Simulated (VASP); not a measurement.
A run of VASP 6.6.1:

File POSCAR:

```
CaB2
1.0
    3.2264302843      0.0000000000      0.0000000000
   -1.6132151421      2.7941705897      0.0000000000
    0.0000000000      0.0000000000      4.0673920000
Ca B
1 2
Direct
    0.0000000000      0.0000000000      0.0000000000
    0.6666666667      0.3333333333      0.5000000000
    0.3333333333      0.6666666667      0.5000000000
```

Contents of INCAR.step1:

```
SYSTEM = CaB2
ALGO     = Normal         ! electronic algorithm
EDIFF    = 1E-4           ! SCF threshold, eV
ENCUT    = 600            ! plane-wave cutoff, eV
GGA      = PE             ! functional
ISMEAR   = -1             ! smearing method
LASPH    = .TRUE.         ! aspherical terms in the spheres
LCHARG   = .FALSE.        ! write CHGCAR
LREAL    = .FALSE.        ! projectors in reciprocal space
LWAVE    = .TRUE.         ! write WAVECAR
NELM     = 80             ! most SCF steps
PREC     = Accurate       ! precision mode
SIGMA    = 0.05           ! smearing width, eV
```

Contents of INCAR.step2:

```
SYSTEM = CaB2
ALGO     = Normal         ! electronic algorithm
EDIFF    = 1E-6           ! SCF threshold, eV
EDIFFG   = -0.01          ! ionic threshold
ENCUT    = 600            ! plane-wave cutoff, eV
IBRION   = 2              ! ionic algorithm
ISIF     = 3              ! what is computed and relaxed
ISMEAR   = -1             ! smearing method
ISTART   = 1            
LASPH    = .TRUE.         ! aspherical terms in the spheres
LCHARG   = .FALSE.        ! write CHGCAR
LMIXTAU  = .TRUE.       
LREAL    = .FALSE.        ! projectors in reciprocal space
LWAVE    = .FALSE.        ! write WAVECAR
METAGGA  = R2SCAN         ! meta-GGA
NELM     = 80             ! most SCF steps
NSW      = 60             ! ionic steps
PREC     = Accurate       ! precision mode
PSTRESS  = 300.0        
SIGMA    = 0.05           ! smearing width, eV
```

The input KPOINTS:

```
k-points
0
G
  9 9 7
  0 0 0
```

Potentials or basis: VASP PAW PBE potentials, release 64 (Ca_sv, B).

Command:

```console
$ cat potpaw_PBE.64/Ca_sv/POTCAR potpaw_PBE.64/B/POTCAR > POTCAR
$ cp INCAR.step1 INCAR
$ mpirun -np 1 vasp_std > vasp.out
$ cp INCAR.step2 INCAR
$ mpirun -np 1 vasp_std > vasp.out
```

Hardware: 1 thread of Oxide Virtual Turin-like Processor (shared host).

Problem. Estimate the wall time of this run.

Solution. Run time: 15 min on 1 thread of Oxide Virtual Turin-like Processor, with other jobs on the host, peak memory 0.17 GiB. Counts: k points 48, ion steps 11.
